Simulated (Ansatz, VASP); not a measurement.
**Si2Ni: VASP beside Ansatz**

Contents of INCAR:

```
SYSTEM = Si2Ni
  PREC = Accurate
  ENCUT = 520
  EDIFF = 1E-6
  ISMEAR = 0
  SIGMA = 0.15
  LREAL = .False.
  LASPH = .True.
  NELM = 80
  ALGO = Normal
  ISIF = 2
  LWAVE = .False.
  LCHARG = .False.
  GGA = PE
  NBANDS = 16
```

File KPOINTS:

```
Automatic mesh
0
Gamma
  16 16 16
  0 0 0
```

POSCAR

```
Si2Ni
1.0
    0.0000000000      2.7642640990      2.6417105182
    2.7642640990      0.0000000000      2.6417105182
    2.7642640990      2.7642640990      0.0000000000
Si Ni
2 1
Direct
    0.2500000000      0.2500000000      0.2500000000
    0.7500000000      0.7500000000      0.7500000000
    0.0000000000      0.0000000000      0.0000000000
```

Input for Ansatz:

```yaml
crystal:
  lattice:
    - [0.0, 2.764264099, 2.6417105182]
    - [2.764264099, 0.0, 2.6417105182]
    - [2.764264099, 2.764264099, 0.0]
  atoms:
    - { symbol: Si, position: [0.25, 0.25, 0.25] }
    - { symbol: Si, position: [0.75, 0.75, 0.75] }
    - { symbol: Ni, position: [0.0, 0.0, 0.0] }
basis:
  ecutwfc: 420
kpoints:
  mp_grid: { grid: [16, 16, 16] }
hamiltonian:
  xc: pbe
scf:
  occupations: { method: gaussian, width: 0.15 }
output:
  forces: true
  stress: true
  eigenvalues: true
```

Change from the starting cell: strain +0.015 along x and y, -0.030 along z, atoms carried along.

Alike in both runs: task single point; functional PBE; k mesh 16 × 16 × 16; occupations gaussian, width 0.15 eV; no spin polarisation.

|  | VASP | Ansatz |
| --- | --- | --- |
| version | VASP 6.6.1 | Ansatz 0.2.0 |
| potentials or method | VASP PAW PBE potentials, release 64 (Si, Ni), cutoff 520 eV | scalar-relativistic, plane waves, PAW |
| valence electrons in the cell | 18 | 26 |

```tsv
	VASP	Ansatz	Ansatz less VASP
gap on the k mesh at the Fermi level (eV)	none	none	-
pressure (GPa)	-0.1	0.0	+0.12
traceless stress, the component that is largest in VASP (GPa)	1.57	1.60	+0.035
```

A gap of «none» marks a metal or a gap that the smearing closes. The functional is the same, so the differences come from potentials, cutoffs and numerics. VASP's potentials hold 18 valence electrons a cell and Ansatz's 26, so a difference there can come from the potentials and not from the codes.
